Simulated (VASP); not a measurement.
# MgO in VASP: single point with PBE

Aim: the single point of MgO with PBE.

All numbers are computed with VASP 6.6.1; they aren't measurements. Logs are shortened: lines on timing, memory, paths and dates and some standing lists are left out, and cuts for length are marked.

## 1. The cell of the first run

The cell holds a slab with vacuum, 24 atoms: a = 12.031 Å, b = 3.008 Å, c = 18.381 Å, α = 90.00°, β = 90.00°, γ = 90.00°.

## 2. Single point, PBE

Contents of INCAR:

```
SYSTEM = MgO
ALGO = Normal
DIPOL = 0.5 0.5 0.197
EDIFF = 1E-6
ENCUT = 520
GGA = PE
IDIPOL = 3
ISIF = 2
ISMEAR = 0
LASPH = .TRUE.
LCHARG = .FALSE.
LDIPOL = .TRUE.
LREAL = Auto
LWAVE = .FALSE.
NBANDS = 66
NELM = 100
PREC = Accurate
SIGMA = 0.05
```

Contents of KPOINTS:

```
k-points
0
G
  2 8 1
  0 0 0
```

Contents of POSCAR:

```
MgO
1.0
   12.0312932432      0.0000000000      0.0000000000
    0.0000000000      3.0078233108      0.0000000000
    0.0000000000      0.0000000000     18.3805567790
Mg O
12 12
Direct
    0.0000000000      0.0000000000      0.0816079740
    0.1250000000      0.5000000000      0.1975608017
    0.2500000000      1.0000000000      0.0816079740
    0.3750000000      0.5000000000      0.1975608017
    0.5000000000      1.0000000000      0.0816079740
    0.6250000000      0.5000000000      0.1975608017
    0.7500000000      1.0000000000      0.0816079740
    0.8750000000      0.5000000000      0.1975608017
    0.0000000000      0.0000000000      0.3117315996
    0.2500000000      1.0000000000      0.3117315996
    0.5000000000      1.0000000000      0.3117315996
    0.7500000000      1.0000000000      0.3117315996
    0.0000000000      0.0000000000      0.1971285681
    0.1250000000      0.5000000000      0.0816079740
    0.2500000000      1.0000000000      0.1971285681
    0.3750000000      0.5000000000      0.0816079740
    0.5000000000      1.0000000000      0.1971285681
    0.6250000000      0.5000000000      0.0816079740
    0.7500000000      1.0000000000      0.1971285681
    0.8750000000      0.5000000000      0.0816079740
    0.1250000000      0.5000000000      0.3144101126
    0.3750000000      0.5000000000      0.3144101126
    0.6250000000      0.5000000000      0.3144101126
    0.8750000000      0.5000000000      0.3144101126
```

Potentials or basis: VASP PAW PBE potentials, release 64 (Mg, O).

The run is started by

```
$ cat potpaw_PBE.64/Mg/POTCAR potpaw_PBE.64/O/POTCAR > POTCAR
$ mpirun -np 1 vasp_std > vasp.out
```

OUTCAR:

```text
SYSTEM = MgO
   EDIFF = 1E-6
   ENCUT = 520
   GGA = PE
   ISIF = 2
   ISMEAR = 0
   LASPH = .TRUE.
   LREAL = Auto
   NELM = 100
   PREC = Accurate

 ion  position               nearest neighbor table
   1  0.000  0.000  0.082-  13 2.12  14 2.13  20 2.13  14 2.13  20 2.13   7 3.01   3 3.01   2 3.01
                             8 3.01   8 3.01   2 3.01
   2  0.125  0.500  0.198-  13 2.13  15 2.13  13 2.13  15 2.13  14 2.13  21 2.15   9 2.99  10 2.99
                             9 2.99  10 2.99   4 3.01   8 3.01   1 3.01   3 3.01   1 3.01   3 3.01
   3  0.250  0.000  0.082-  15 2.12  14 2.13  16 2.13  14 2.13  16 2.13   5 3.01   1 3.01   2 3.01
                             4 3.01   2 3.01   4 3.01
   4  0.375  0.500  0.198-  15 2.13  17 2.13  15 2.13  17 2.13  16 2.13  22 2.15  10 2.99  11 2.99
                            10 2.99  11 2.99   2 3.01   6 3.01   5 3.01   3 3.01   3 3.01   5 3.01
   5  0.500  0.000  0.082-  17 2.12  16 2.13  18 2.13  16 2.13  18 2.13   7 3.01   3 3.01   4 3.01
                             6 3.01   4 3.01   6 3.01
   6  0.625  0.500  0.198-  17 2.13  19 2.13  17 2.13  19 2.13  18 2.13  23 2.15  11 2.99  12 2.99
                            11 2.99  12 2.99   4 3.01   8 3.01   7 3.01   5 3.01   5 3.01   7 3.01
   7  0.750  0.000  0.082-  19 2.12  18 2.13  20 2.13  18 2.13  20 2.13   5 3.01   1 3.01   6 3.01
                             8 3.01   8 3.01   6 3.01
   8  0.875  0.500  0.198-  13 2.13  19 2.13  13 2.13  19 2.13  20 2.13  24 2.15   9 2.99  12 2.99
                             9 2.99  12 2.99   2 3.01   6 3.01   1 3.01   7 3.01   1 3.01   7 3.01
   9  0.000  0.000  0.312-  13 2.11  21 2.13  24 2.13  21 2.13  24 2.13   2 2.99   8 2.99   8 2.99
[... 5 lines left out ...]
  12  0.750  0.000  0.312-  19 2.11  23 2.13  24 2.13  23 2.13  24 2.13   6 2.99   8 2.99   8 2.99
                             6 2.99  11 3.01   9 3.01
  13  0.000  0.000  0.197-   9 2.11   1 2.12   8 2.13   2 2.13   2 2.13   8 2.13
  14  0.125  0.500  0.082-   1 2.13   3 2.13   1 2.13   3 2.13   2 2.13
  15  0.250  0.000  0.197-  10 2.11   3 2.12   4 2.13   2 2.13   2 2.13   4 2.13
  16  0.375  0.500  0.082-   3 2.13   5 2.13   3 2.13   5 2.13   4 2.13
  17  0.500  0.000  0.197-  11 2.11   5 2.12   6 2.13   4 2.13   4 2.13   6 2.13
  18  0.625  0.500  0.082-   5 2.13   7 2.13   5 2.13   7 2.13   6 2.13
  19  0.750  0.000  0.197-  12 2.11   7 2.12   8 2.13   6 2.13   6 2.13   8 2.13
  20  0.875  0.500  0.082-   1 2.13   7 2.13   1 2.13   7 2.13   8 2.13
  21  0.125  0.500  0.314-   9 2.13  10 2.13   9 2.13  10 2.13   2 2.15
  22  0.375  0.500  0.314-  10 2.13  11 2.13  10 2.13  11 2.13   4 2.15
  23  0.625  0.500  0.314-  11 2.13  12 2.13  11 2.13  12 2.13   6 2.15
  24  0.875  0.500  0.314-   9 2.13  12 2.13   9 2.13  12 2.13   8 2.15

  LATTYP: Found a simple orthorhombic cell.
 ALAT       =     3.0078233108
 B/A-ratio  =     4.0000000000
 C/A-ratio  =     6.1109163936

  Lattice vectors:

 A1 = (   0.0000000000,  -3.0078233108,   0.0000000000)
 A2 = (  12.0312932432,   0.0000000000,   0.0000000000)
 A3 = (   0.0000000000,   0.0000000000,  18.3805567790)

Analysis of symmetry for initial positions (statically):
=====================================================================
 Subroutine PRICEL returns following result:

  LATTYP: Found a simple tetragonal cell.
 ALAT       =     3.0078233108
 C/A-ratio  =     6.1109163936

  Lattice vectors:

 A1 = (   3.0078233108,   0.0000000000,   0.0000000000)
 A2 = (   0.0000000000,   3.0078233108,   0.0000000000)
 A3 = (   0.0000000000,   0.0000000000,  18.3805567790)

   4 primitive cells build up your supercell.

 Routine SETGRP: Setting up the symmetry group for a
 simple orthorhombic supercell.

 Subroutine GETGRP returns: Found  4 space group operations
 (whereof  4 operations were pure point group operations)
 out of a pool of  8 trial point group operations.

The static configuration has the point symmetry C_2v.

Analysis of symmetry for dynamics (positions and initial velocities):
=====================================================================
 Subroutine PRICEL returns following result:

  LATTYP: Found a simple tetragonal cell.
 ALAT       =     3.0078233108
 C/A-ratio  =     6.1109163936

  Lattice vectors:

 A1 = (   3.0078233108,   0.0000000000,   0.0000000000)
 A2 = (   0.0000000000,   3.0078233108,   0.0000000000)
 A3 = (   0.0000000000,   0.0000000000,  18.3805567790)

   4 primitive cells build up your supercell.

 Routine SETGRP: Setting up the symmetry group for a
 simple orthorhombic supercell.

 Subroutine GETGRP returns: Found  4 space group operations
 (whereof  4 operations were pure point group operations)
[... 53 lines left out ...]

  Length of vectors
     0.041558292  0.041558292  0.054405316

  Shift w.r.t. Gamma in fractional coordinates (k-lattice)
     0.000000000  0.000000000  0.000000000

 Subroutine IBZKPT returns following result:
 ===========================================

 Found     10 irreducible k-points:

 Following reciprocal coordinates:
            Coordinates               Weight
  0.000000  0.000000  0.000000      1.000000
  0.500000  0.000000  0.000000      1.000000
  0.000000  0.125000  0.000000      2.000000
  0.500000  0.125000  0.000000      2.000000
  0.000000  0.250000  0.000000      2.000000
  0.500000  0.250000  0.000000      2.000000
  0.000000  0.375000  0.000000      2.000000
  0.500000  0.375000  0.000000      2.000000
  0.000000  0.500000  0.000000      1.000000
  0.500000  0.500000  0.000000      1.000000
   k-points           NKPTS =     10   k-points in BZ     NKDIM =     10   number of bands    NBANDS=     66
   number of dos      NEDOS =    301   number of ions     NIONS =     24
   total plane-waves  NPLWV = 302400
   dimension x,y,z NGX =    90 NGY =   24 NGZ =  140
   dimension x,y,z NGXF=   180 NGYF=   48 NGZF=  280
   ions per type =              12  12
   NGX,Y,Z   is equivalent  to a cutoff of  12.44, 13.27, 12.66 a.u.
   NGXF,Y,Z  is equivalent  to a cutoff of  24.87, 26.53, 25.33 a.u.
 SYSTEM =  MgO
   PREC   = accura    normal or accurate (medium, high low for compatibility)
   ISTART =      0    job   : 0-new  1-cont  2-samecut
   ICHARG =      2    charge: 1-file 2-atom 10-const
   ISPIN  =      1    spin polarized calculation?
   LNONCOLLINEAR =      F non collinear calculations
   LSORBIT =      F    spin-orbit coupling
   LASPH  =      T    aspherical Exc in radial PAW
   ENCUT  =  520.0 eV  38.22 Ry    6.18 a.u.  22.37  5.59 34.18*2*pi/ulx,y,z
   NELM   =    100;   NELMIN=  2; NELMDL= -5     # of ELM steps
   EDIFF  = 0.1E-05   stopping-criterion for ELM
   LREAL  =      T    real-space projection
   EDIFFG = 0.1E-04   stopping-criterion for IOM
   NSW    =      0    number of steps for IOM
   IBRION =     -1    ionic relax: 0-MD 1-quasi-New 2-CG
   NFREE  =      0    steps in history (QN), initial steepest desc. (CG)
   ISIF   =      2    stress and relaxation
   ISYM   =      2    0-nonsym 1-usesym 2-fastsym
   POTIM  = 0.5000    time-step for ionic-motion
   TEBEG  =    0.0;   TEEND  =   0.0 temperature during run
   PSTRESS=    0.0 pullay stress
   NELECT =      96.0000    total number of electrons
   NUPDOWN=      -1.0000    fix difference up-down
   EMIN   =  10.00;   EMAX   =-10.00  energy-range for DOS
   EFERMI =   0.00;   METHOD = LEGACY
   ISMEAR =     0;   SIGMA  =   0.05  broadening in eV -4-tet -1-fermi 0-gaus
   EFERMI_NEDOS =   21; number of points for ismear=-14 and -15
   IALGO  =     38    algorithm
   IMIX   =      4    mixing-type and parameters
     AMIX     =   0.40;   BMIX     =  1.00
     AMIX_MAG =   1.60;   BMIX_MAG =  1.00
  volume/ion in A,a.u.               =      27.71       187.03
  Fermi-wavevector in a.u.,A,eV,Ry     =   0.858732  1.622768 10.033209  0.737420
  Thomas-Fermi vector in A             =   1.975980
   LORBIT       =      0    0 simple, 1 ext, 2 COOP (PROOUT), +10 PAW based schemes
   GGA     = PE    functional components
   LHFCALC =     F    Hartree Fock is set to
   AEXX    =    0.0000 exact exchange contribution
   IVDW    =     0    specifies the selected vdW correction
   LEPSILON=     F    determine dielectric tensor
   LRPA    =     F    only Hartree local field effects (RPA)
 non-spin polarized calculation
 Gauss-broadening in eV      SIGMA  =   0.05
  energy-cutoff  :      520.00
  volume of cell :      665.16
 maximum number of plane-waves:     17988
 NGX is ok and might be reduce to    90
   NGX = 45   NGY = 11   NGZ = 69

 dipolmoment           0.000000      0.000000     -0.000004 electrons x Angstroem

 number of electron      96.0000003 magnetization

 dipolmoment           0.000000      0.000000      0.084747 electrons x Angstroem

 Free energy of the ion-electron system (eV)
  ---------------------------------------------------
  ext. energy  EPLUGINS =         0.00000000
  ---------------------------------------------------
  free energy    TOTEN  =      -138.81357463 eV

  energy without entropy =     -138.81357463  energy(sigma->0) =     -138.81357463

 E-fermi :  -1.9942     XC(G=0):  -4.6166

 val. band max:       -2.2592322807   @ k =   0.0000   0.0000   0.0000
 cond. band min:       0.9644461268   @ k =   0.0000   0.0000   0.0000
 fundamental gap:      3.2236784075
 Fermi energy:        -1.9941922822

 k-point     1 :       0.0000    0.0000    0.0000
  band No.  band energies     occupation
      1     -18.9975      2.00000
      2     -18.6557      2.00000
      3     -18.6557      2.00000
      4     -18.2373      2.00000
      5     -18.1800      2.00000
      6     -18.0095      2.00000
[... 619 lines left out ...]
     59       5.9915      0.00000
     60       5.9915      0.00000
 [bands above 60 left out]

------------------------ aborting loop because EDIFF is reached ----------------------------------------

 vacuum level on the upper side and lower side of the slab       (xc-potential included)         0.119        -0.257

  FORCE on cell =-STRESS in cart. coord.  units (eV):
  Direction    XX          YY          ZZ          XY          YZ          ZX
  --------------------------------------------------------------------------------------
  -------------------------------------------------------------------------------------
  Total      -16.0646915    -16.0071130     -0.6307144      0.0000000      0.0000000      0.0000000
  in kB      -38.6954300    -38.5567391     -1.5192178      0.0000000      0.0000000      0.0000000
  external PRESSURE =     -26.2571290 kB  Pullay stress =       0.0000000 kB

 VOLUME and BASIS-vectors are now :
 -----------------------------------------------------------------------------
  energy-cutoff  :      520.00
  volume of cell :      665.16
      direct lattice vectors                 reciprocal lattice vectors
    12.031293243  0.000000000  0.000000000     0.083116584  0.000000000  0.000000000
     0.000000000  3.007823311  0.000000000     0.000000000  0.332466338  0.000000000
     0.000000000  0.000000000 18.380556779     0.000000000  0.000000000  0.054405316

 POSITION                                       TOTAL-FORCE (eV/Angst)
 -----------------------------------------------------------------------------------
      0.00000      0.00000      1.50000        -0.000000     -0.000000      0.452769
      1.50391      1.50391      3.63128        -0.000000     -0.000000      0.000482
      3.00782      0.00000      1.50000        -0.000000     -0.000000      0.452769
      4.51173      1.50391      3.63128        -0.000000     -0.000000      0.000482
      6.01565      0.00000      1.50000        -0.000000     -0.000000      0.452769
      7.51956      1.50391      3.63128        -0.000000     -0.000000      0.000482
[... 16 lines left out ...]
      7.51956      1.50391      5.77903         0.000000      0.000000      0.004078
     10.52738      1.50391      5.77903         0.000000     -0.000000      0.004078
 -----------------------------------------------------------------------------------
    total drift:                                0.000000      0.000000      0.026025

  FREE ENERGIE OF THE ION-ELECTRON SYSTEM (eV)
  ---------------------------------------------------
  free  energy   TOTEN  =      -138.8135746337 eV

  energy  without entropy=     -138.8135746337  energy(sigma->0) =     -138.81357463

 vacuum level on the upper side and lower side of the slab         2.958         2.562
```

It took 14 min on 1 thread of Intel Xeon Platinum 8259CL at 2.50GHz (Skylake/Cascade Lake), shared host; peak memory 0.75 GiB.

What came out:

```yaml
Free_energy: -138.8136 eV
Largest_force: 0.453 eV/Å
Band_gap_on_the_k_mesh: 3.22 eV
```

Forces in eV/Å, atoms in the order of the input:
```
Mg   0.000  0.000  0.453
Mg   0.000  0.000  0.000
Mg   0.000  0.000  0.453
Mg   0.000  0.000  0.000
Mg   0.000  0.000  0.453
Mg   0.000  0.000  0.000
Mg   0.000  0.000  0.453
Mg   0.000  0.000  0.000
Mg   0.000  0.000 -0.027
Mg   0.000  0.000 -0.027
Mg   0.000  0.000 -0.027
Mg   0.000  0.000 -0.027
O    0.000  0.000  0.004
O    0.000  0.000 -0.434
O    0.000  0.000  0.004
O    0.000  0.000 -0.434
O    0.000  0.000  0.004
O    0.000  0.000 -0.434
O    0.000  0.000  0.004
O    0.000  0.000 -0.434
O    0.000  0.000  0.004
O    0.000  0.000  0.004
O    0.000  0.000  0.004
O    0.000  0.000  0.004
```
